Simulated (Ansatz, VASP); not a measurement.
**PbSe in VASP and in Ansatz**

```
Pb Se
1.0
     2.11717   -5.91251    0.00000
     2.11717    5.91251    0.00000
     0.00000    0.00000    4.41674
Pb Se
2 2
Direct
  0.62793 0.37207 0.75000
  0.37207 0.62793 0.25000
  0.86646 0.13354 0.75000
  0.13354 0.86646 0.25000
```

Alike in both runs: functional PBEsol; k mesh 6 × 6 × 6; no spin polarisation.

Ansatz relaxed the structure, and its values are those at the end. VASP's run is a single point on that final structure, the one shown.

|  | VASP | Ansatz |
| --- | --- | --- |
| version | VASP 6.6.1 | Ansatz 0.2.0 |
| potentials or method | VASP PAW PBE potentials, release 64 (Pb_d, Se) | plane waves, PAW |
| plane-wave cutoff (eV) | 520 | 420 |
| occupations | gaussian, width 0.01 eV | fixed |
| valence electrons in the cell | 40 | 60 |

Ansatz gave:

| Quantity | Value |
| --- | --- |
| pressure (GPa) | 0.0 |
| rms of the force components (eV/Å) | 0.001 |

**Question.** Estimate VASP's values.

**Answer.** Pressure (GPa): 0.0; rms of the force components (eV/Å): 0.005.

VASP's potentials were made for PBE, not for PBEsol. VASP's potentials hold 40 valence electrons a cell and Ansatz's 60, so a difference there can come from the potentials and not from the codes.

Spin-orbit coupling is off throughout.
